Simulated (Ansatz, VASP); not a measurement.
## Two plane-wave programs on Au

INCAR

```
SYSTEM = Au
ALGO = Normal
EDIFF = 1E-7
ENCUT = 520
GGA = PS
ISIF = 2
ISMEAR = 0
LASPH = .TRUE.
LCHARG = .TRUE.
LELF = .TRUE.
LREAL = .FALSE.
LVHAR = .TRUE.
LWAVE = .FALSE.
NBANDS = 12
NELM = 80
PREC = Accurate
SIGMA = 0.15
```

The input KPOINTS:

```
k-points
0
G
  20 20 20
  0 0 0
```

The input POSCAR:

```
Au
1.0
    0.0000000000      2.0455000000      2.1273200000
    2.0455000000      0.0000000000      2.1273200000
    2.0455000000      2.0455000000      0.0000000000
Au
1
Direct
    0.0000000000      0.0000000000      0.0000000000
```

Input for Ansatz:

```yaml
crystal:
  lattice:
    - [0.0, 2.0455, 2.12732]
    - [2.0455, 0.0, 2.12732]
    - [2.0455, 2.0455, 0.0]
  atoms:
    - { symbol: Au, position: [0.0, 0.0, 0.0] }
basis:
  ecutwfc: 420
kpoints:
  mp_grid: { grid: [20, 20, 20] }
hamiltonian:
  xc: pbesol
scf:
  occupations: { method: gaussian, width: 0.15 }
output:
  forces: true
  stress: true
  eigenvalues: true
```

Change from the starting cell: strain +0.000 along x and y, +0.040 along z, atoms carried along.

Alike in both runs: task single point; functional PBEsol; k mesh 20 × 20 × 20; occupations gaussian, width 0.15 eV; no spin polarisation.

|  | VASP | Ansatz |
| --- | --- | --- |
| version | VASP 6.6.1 | Ansatz 0.2.0 |
| potentials or method | VASP PAW PBE potentials, release 64 (Au), cutoff 520 eV | scalar-relativistic, plane waves, PAW |
| valence electrons in the cell | 11 | 19 |

```csv
,VASP,Ansatz,Ansatz less VASP
gap on the k mesh at the Fermi level (eV),none,none,-
pressure (GPa),-7.1,-6.8,+0.25
"traceless stress, the component that is largest in VASP (GPa)",-0.75,-0.74,+0.008
```

VASP's potentials were made for PBE, not for PBEsol. A gap of «none» marks a metal or a gap that the smearing closes. VASP's potentials hold 11 valence electrons a cell and Ansatz's 19, so a difference there can come from the potentials and not from the codes.

Neither program's run includes spin-orbit coupling.
